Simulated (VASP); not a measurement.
# Ag (I4/mmm) in VASP: notebook

Runs on Ag. Level: PBEsol. Tasks: single point.

All numbers are computed with VASP 6.6.1; they aren't measurements. Logs are shortened: lines on timing, memory, paths and dates and some standing lists are left out, and cuts for length are marked.

## 1. The cell of the first run

The structure is tetragonal, space group I4/mmm (No. 139). Conventional cell: a = 3.121 Å, b = 3.121 Å, c = 4.086 Å, α = 90.00°, β = 90.00°, γ = 90.00°. Within 4.1 Å of Ag (site symmetry 4/mmm) lie 14 Ag at 3.01 to 4.09 Å.

## 2. Single point, PBEsol (strain +0.080 along x and y, +0.000 along z)

File INCAR:

```
ALGO = Fast ; EDIFF = 1E-6
ENCUT = 520 ; GGA = PS
ISIF = 2 ; ISMEAR = 0
LASPH = True ; LCHARG = True
LELF = True ; LREAL = False
LVHAR = True ; LWAVE = False
NBANDS = 12 ; NELM = 80
PREC = Accurate ; SIGMA = 0.15
```

File KPOINTS:

```
k-points
0
Gamma
  20 20 20
```

File POSCAR:

```
Ag
1.0
    0.0000000000      2.2065480000      2.0431000000
    2.2065480000      0.0000000000      2.0431000000
    2.2065480000      2.2065480000      0.0000000000
Ag
1
Direct
    0.0000000000      0.0000000000      0.0000000000
```

Potentials or basis: VASP PAW PBE potentials, release 64 (Ag).

Started as:

```sh
$ cat potpaw_PBE.64/Ag/POTCAR > POTCAR
$ mpirun -np 1 vasp_std > vasp.out
```

OUTCAR:

```text
EDIFF = 1E-6
   ENCUT = 520
   GGA = PS
   ISIF = 2
   ISMEAR = 0
   LASPH = True
   LREAL = False
   NELM = 80
   PREC = Accurate

 ion  position               nearest neighbor table
   1  0.000  0.000  0.000-

  LATTYP: Found a body centered tetragonal cell.
 ALAT       =     3.1205301076
 C/A-ratio  =     1.3094570022

  Lattice vectors:

 A1 = (   0.0000000000,  -2.2065480000,  -2.0431000000)
 A2 = (   0.0000000000,   2.2065480000,  -2.0431000000)
 A3 = (   2.2065480000,   0.0000000000,   2.0431000000)

Analysis of symmetry for initial positions (statically):
=====================================================================
 Subroutine PRICEL returns:
 Original cell was already a primitive cell.

 Routine SETGRP: Setting up the symmetry group for a
 body centered tetragonal supercell.

 Subroutine GETGRP returns: Found 16 space group operations
 (whereof 16 operations were pure point group operations)
 out of a pool of 16 trial point group operations.

The static configuration has the point symmetry D_4h.

Analysis of symmetry for dynamics (positions and initial velocities):
=====================================================================
 Subroutine PRICEL returns:
 Original cell was already a primitive cell.

 Routine SETGRP: Setting up the symmetry group for a
 body centered tetragonal supercell.

 Subroutine GETGRP returns: Found 16 space group operations
 (whereof 16 operations were pure point group operations)
 out of a pool of 16 trial point group operations.

The dynamic configuration has the point symmetry D_4h.

 Subroutine INISYM returns: Found 16 space group operations
 (whereof 16 operations are pure point group operations),
 and found     1 'primitive' translations

----------------------------------------------------------------------------------------

                                     Primitive cell

  volume of cell :      19.8951

  direct lattice vectors                    reciprocal lattice vectors
     0.000000000  2.206548000  2.043100000    -0.226598288  0.226598288  0.244726151
     2.206548000  0.000000000  2.043100000     0.226598288 -0.226598288  0.244726151
     2.206548000  2.206548000  0.000000000     0.226598288  0.226598288 -0.244726151

  length of vectors
     3.007176697  3.007176697  3.120530108     0.403217631  0.403217631  0.403217631

  position of ions in fractional coordinates (direct lattice)
     0.000000000  0.000000000  0.000000000

  ion indices of the primitive-cell ions
   primitive index   ion index
                 1           1

----------------------------------------------------------------------------------------

 KPOINTS: k-points

Automatic generation of k-mesh.
 Grid dimensions read from file:
 generate k-points for:   20   20   20

 Generating k-lattice:

  Cartesian coordinates                     Fractional coordinates (reciprocal lattice)
    -0.011329914  0.011329914  0.012236308     0.050000000  0.000000000  0.000000000
     0.011329914 -0.011329914  0.012236308     0.000000000  0.050000000  0.000000000
     0.011329914  0.011329914 -0.012236308     0.000000000  0.000000000  0.050000000

  Length of vectors
     0.020160882  0.020160882  0.020160882

  Shift w.r.t. Gamma in fractional coordinates (k-lattice)
     0.000000000  0.000000000  0.000000000

 Subroutine IBZKPT returns following result:
 ===========================================

 Found    641 irreducible k-points:

 Following reciprocal coordinates:
            Coordinates               Weight
  0.000000  0.000000  0.000000      1.000000
  0.050000  0.000000  0.000000      8.000000
  0.100000  0.000000  0.000000      8.000000
  0.150000  0.000000  0.000000      8.000000
  0.200000  0.000000  0.000000      8.000000
  0.250000  0.000000  0.000000      8.000000
[... 16 lines left out ...]
 -0.400000  0.050000  0.000000      8.000000
 -0.350000  0.050000  0.000000      8.000000
 [... further k-points ...]
   k-points           NKPTS =    641   k-points in BZ     NKDIM =    641   number of bands    NBANDS=     12
   number of dos      NEDOS =    301   number of ions     NIONS =      1
   total plane-waves  NPLWV =  13824
   dimension x,y,z NGX =    24 NGY =   24 NGZ =   24
   dimension x,y,z NGXF=    48 NGYF=   48 NGZF=   48
   ions per type =               1
   NGX,Y,Z   is equivalent  to a cutoff of  13.27, 13.27, 12.79 a.u.
   NGXF,Y,Z  is equivalent  to a cutoff of  26.54, 26.54, 25.57 a.u.
 SYSTEM =  unknown system
   PREC   = accura    normal or accurate (medium, high low for compatibility)
   ISTART =      0    job   : 0-new  1-cont  2-samecut
   ICHARG =      2    charge: 1-file 2-atom 10-const
   ISPIN  =      1    spin polarized calculation?
   LNONCOLLINEAR =      F non collinear calculations
   LSORBIT =      F    spin-orbit coupling
   LASPH  =      T    aspherical Exc in radial PAW
   ENCUT  =  520.0 eV  38.22 Ry    6.18 a.u.   5.59  5.59  5.80*2*pi/ulx,y,z
   NELM   =     80;   NELMIN=  2; NELMDL= -5     # of ELM steps
   EDIFF  = 0.1E-05   stopping-criterion for ELM
   LREAL  =      F    real-space projection
   EDIFFG = 0.1E-04   stopping-criterion for IOM
   NSW    =      0    number of steps for IOM
   IBRION =     -1    ionic relax: 0-MD 1-quasi-New 2-CG
   NFREE  =      0    steps in history (QN), initial steepest desc. (CG)
   ISIF   =      2    stress and relaxation
   ISYM   =      2    0-nonsym 1-usesym 2-fastsym
   POTIM  = 0.5000    time-step for ionic-motion
   TEBEG  =    0.0;   TEEND  =   0.0 temperature during run
   PSTRESS=    0.0 pullay stress
   NELECT =      11.0000    total number of electrons
   NUPDOWN=      -1.0000    fix difference up-down
   EMIN   =  10.00;   EMAX   =-10.00  energy-range for DOS
   EFERMI =   0.00;   METHOD = LEGACY
   ISMEAR =     0;   SIGMA  =   0.15  broadening in eV -4-tet -1-fermi 0-gaus
   EFERMI_NEDOS =   21; number of points for ismear=-14 and -15
   IALGO  =     68    algorithm
   IMIX   =      4    mixing-type and parameters
     AMIX     =   0.40;   BMIX     =  1.00
     AMIX_MAG =   1.60;   BMIX_MAG =  1.00
  volume/ion in A,a.u.               =      19.90       134.26
  Fermi-wavevector in a.u.,A,eV,Ry     =   1.343663  2.539154 24.564360  1.805429
  Thomas-Fermi vector in A             =   2.471719
   LORBIT       =      0    0 simple, 1 ext, 2 COOP (PROOUT), +10 PAW based schemes
   GGA     = PS    functional components
   LHFCALC =     F    Hartree Fock is set to
   AEXX    =    0.0000 exact exchange contribution
   IVDW    =     0    specifies the selected vdW correction
   LEPSILON=     F    determine dielectric tensor
   LRPA    =     F    only Hartree local field effects (RPA)
 non-spin polarized calculation
 RMM-DIIS sequential band-by-band and
 Gauss-broadening in eV      SIGMA  =   0.15
  energy-cutoff  :      520.00
  volume of cell :       19.90
 maximum number of plane-waves:       550
   NGX = 11   NGY = 11   NGZ = 11

 number of electron      10.9999997 magnetization

 Free energy of the ion-electron system (eV)
  ---------------------------------------------------
  ext. energy  EPLUGINS =         0.00000000
  ---------------------------------------------------
  free energy    TOTEN  =        -3.15044279 eV

  energy without entropy =       -3.14729375  energy(sigma->0) =       -3.14886827

 E-fermi :   6.2661     XC(G=0): -11.5146

 val. band max:        6.2438980788   @ k =   0.5000   0.3000   0.1500
 cond. band min:       6.2776686249   @ k =  -0.2500   0.2500   0.2000
 fundamental gap:      0.0337705461
 Fermi energy:         6.2660660945

 k-point     1 :       0.0000    0.0000    0.0000
  band No.  band energies     occupation
      1      -0.4917      2.00000
      2       1.8901      2.00000
      3       1.8901      2.00000
      4       2.2435      2.00000
      5       2.5935      2.00000
      6       2.9552      2.00000
      7      21.9225      0.00000
      8      24.3384      0.00000
      9      24.3384      0.00000
     10      24.9183      0.00000
     11      28.9121      0.00000
     12      28.9894      0.00000

 k-point     2 :       0.0500    0.0000    0.0000
  band No.  band energies     occupation
      1      -0.4222      2.00000
      2       1.8902      2.00000
      3       1.9074      2.00000
      4       2.2461      2.00000
      5       2.5915      2.00000
      6       2.9458      2.00000
      7      21.8912      0.00000
      8      23.7930      0.00000
      9      24.3318      0.00000
     10      24.7568      0.00000
     11      28.6309      0.00000
     12      29.2245      0.00000

 k-point     3 :       0.1000    0.0000    0.0000
  band No.  band energies     occupation
      1      -0.2190      2.00000
      2       1.8883      2.00000
      3       1.9515      2.00000
      4       2.2597      2.00000
      5       2.5928      2.00000
      6       2.9216      2.00000
      7      21.4341      0.00000
      8      22.8000      0.00000
      9      24.2995      0.00000
     10      24.6813      0.00000
     11      27.9196      0.00000
     12      28.8605      0.00000
[... 286 lines left out ...]
 k-point    23 :      -0.4000    0.0500    0.0000
  band No.  band energies     occupation
      1       0.8311      2.00000
      2       1.8669      2.00000
      3       2.1733      2.00000
      4       3.1803      2.00000
      5       3.3309      2.00000
      6       5.1115      2.00000
      7      10.7818      0.00000
      8      20.9864      0.00000
      9      22.0912      0.00000
     10      22.7695      0.00000
     11      26.3903      0.00000
     12      27.3251      0.00000

 k-point    24 :      -0.3500    0.0500    0.0000
  band No.  band energies     occupation
      1       0.8720      2.00000
      2       1.9087      2.00000
      3       2.2132      2.00000
      4       3.0633      2.00000
      5       3.1695      2.00000
      6       4.1457      2.00000
      7      12.3471      0.00000
      8      21.3139      0.00000
      9      22.6991      0.00000
     10      22.7584      0.00000
     11      26.2891      0.00000
     12      27.1329      0.00000

 [... further k-points ...]

------------------------ aborting loop because EDIFF is reached ----------------------------------------

  FORCE on cell =-STRESS in cart. coord.  units (eV):
  Direction    XX          YY          ZZ          XY          YZ          ZX
  --------------------------------------------------------------------------------------
  -------------------------------------------------------------------------------------
  Total       -1.6107158     -1.6107158     -1.4600008      0.0000000      0.0000000      0.0000000
  in kB     -129.7128863   -129.7128863   -117.5756267      0.0000000      0.0000000      0.0000000
  external PRESSURE =    -125.6671331 kB  Pullay stress =       0.0000000 kB

 VOLUME and BASIS-vectors are now :
 -----------------------------------------------------------------------------
  energy-cutoff  :      520.00
  volume of cell :       19.90
      direct lattice vectors                 reciprocal lattice vectors
     0.000000000  2.206548000  2.043100000    -0.226598288  0.226598288  0.244726151
     2.206548000  0.000000000  2.043100000     0.226598288 -0.226598288  0.244726151
     2.206548000  2.206548000  0.000000000     0.226598288  0.226598288 -0.244726151

 POSITION                                       TOTAL-FORCE (eV/Angst)
 -----------------------------------------------------------------------------------
      0.00000      0.00000      0.00000         0.000000      0.000000      0.000000
 -----------------------------------------------------------------------------------
    total drift:                               -0.000000      0.000000     -0.000000

  FREE ENERGIE OF THE ION-ELECTRON SYSTEM (eV)
  ---------------------------------------------------
  free  energy   TOTEN  =        -3.1504427933 eV

  energy  without entropy=       -3.1472937501  energy(sigma->0) =       -3.14886827
```

Wall time 91 s (1 thread of Intel Xeon Platinum 8375C at 2.90GHz (Ice Lake), shared host); peak memory 0.26 GiB.

What came out:

| Item | Value |
| --- | --- |
| Free energy | -3.1504 eV |
| Pressure | -12.6 GPa |
| Band gap on the k mesh | zero (an odd number of electrons rules out a gap without spin polarisation) |

Levels at points of the mesh, in eV from the Fermi level:
```csv
k point,band 4,band 5,band 6,band 7,band 8,band 9
"(0.00, 0.00, 0.00)",-4.02,-3.67,-3.31,15.66,18.07,18.07
"(0.50, 0.00, 0.00)",-2.96,-2.78,-0.04,2.83,14.44,15.40
"(0.50, 0.50, 0.00)",-2.69,-2.69,2.52,6.78,9.01,9.01
"(0.50, 0.00, 0.50)",-2.85,-2.60,1.32,5.05,10.31,10.33
```

Caveat: the cell differs from its parent crystal (strain +0.080 along x and y, +0.000 along z); the cell stands under tension; the PAW data sets were made with another functional, which shifts forces and pressure a little.

(Part 1 of 2 ends here.)
